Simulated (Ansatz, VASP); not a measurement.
TiO2: VASP beside Ansatz

```
CELL_PARAMETERS angstrom
1.47410 -4.79653 0.00000
1.47410 4.79653 0.00000
0.00000 0.00000 10.23522
ATOMIC_POSITIONS crystal
Ti 0.86691 0.13309 0.58314
Ti 0.13309 0.86691 0.41686
Ti 0.86691 0.13309 0.91686
Ti 0.13309 0.86691 0.08314
O 0.50000 0.50000 0.50000
O 0.50000 0.50000 0.00000
O 0.93424 0.06577 0.75000
O 0.06577 0.93424 0.25000
O 0.75440 0.24560 0.10287
O 0.24560 0.75440 0.89713
O 0.24560 0.75440 0.60287
O 0.75440 0.24560 0.39713
```

Alike in both runs: task single point; functional PBE; k mesh 7 × 7 × 2; occupations fermi-dirac, width 0.05 eV; no spin polarisation.

|  | VASP | Ansatz |
| --- | --- | --- |
| version | VASP 6.6.1 | Ansatz 0.2.0 |
| potentials or method | VASP PAW PBE potentials, release 64 (Ti_sv, O) | Ansatz PAW |
| plane-wave cutoff (eV) | 520 | 420 |
| valence electrons in the cell | 96 | 96 |

VASP gave:

- gap on the k mesh at the Fermi level (eV): 2.57
- least direct gap on the mesh (eV): 2.68
- pressure (GPa): -0.7
- traceless stress, the component that is largest in VASP (GPa): 0.00
- rms of the force components (eV/Å): 0.036

Task: Estimate Ansatz's values.

Result: gap on the k mesh at the Fermi level (eV): 2.59; least direct gap on the mesh (eV): 2.70; pressure (GPa): -1.4; traceless stress, the component that is largest in VASP (GPa): -0.10; rms of the force components (eV/Å): 0.078.

Atom by atom the forces differ by 0.043 eV/Å (rms over components).

Noted on Ansatz's run: odd divisions of the mesh miss points on the zone boundary, where band edges often lie, so the gap on the mesh can be too wide.
